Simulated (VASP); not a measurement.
Set up this calculation in VASP 6.6.1, as the native input.

```yaml
Task: single point
Functional: PBEsol
Potentials_or_basis: VASP PAW PBE potentials, release 64 (Cd, Te)
Cutoff: 520 eV
k_mesh: 6 × 6 × 6
Occupations: gaussian, width 0.01 eV
Spin: non-collinear spin, zero start, spin-orbit coupling
Starting_moments: "[[0.0, 0.0, 0.0], [0.0, 0.0, 0.0]] μB"
Dipole_correction: no
Further_INCAR_settings: ALGO = Normal; EDIFF = 1e-06; NBANDS = 30
```

The structure of CdTe lies in POSCAR:

```
CdTe
1.0
    3.2284811178      3.2284811178      0.0000000000
   -3.2284811178      3.2284811178      0.0000000000
    0.0000000000      3.2284811178      3.2667079868
Cd Te
1 1
Direct
    0.0000000000      0.0000000000      0.0000000000
    0.7500000000      0.2500000000      0.5000000000
```

This cell differs from its parent crystal: film at in-plane strain -0.005.

One way to write it, as run:

INCAR

```
  ALGO = Normal
  EDIFF = 1E-6
  ENCUT = 520
  GGA = PS
  GGA_COMPAT = F
  ISIF = 2
  ISMEAR = 0
  LASPH = T
  LCHARG = F
  LORBIT = 11
  LORBMOM = T
  LREAL = F
  LSORBIT = T
  LWAVE = F
  MAGMOM = 0 0 0 0 0 0
  NBANDS = 30
  NELM = 150
  PREC = Accurate
  SIGMA = 0.01
```

KPOINTS

```
k-points
0
Gamma
  6 6 6
```

Potentials or basis: VASP PAW PBE potentials, release 64 (Cd, Te).

Command:

```bash
$ cat potpaw_PBE.64/Cd/POTCAR potpaw_PBE.64/Te/POTCAR > POTCAR
$ mpirun -np 1 vasp_ncl > vasp.out
```

It gave:

* Pressure: 0.3 GPa
* Net moment: 0.00 μB per cell
* Valence electrons inside the program's atomic spheres: Cd 10.32; Te 3.42

Caveat: the cell differs from its parent crystal (film at in-plane strain -0.005); the PAW data sets were made with another functional, which shifts forces and pressure a little.

Run time: 2.2 min on 1 thread of Intel(R) Xeon(R) Platinum 8375C CPU @ 2.90GHz (Ice Lake), with other jobs on the host, peak memory 0.45 GiB.
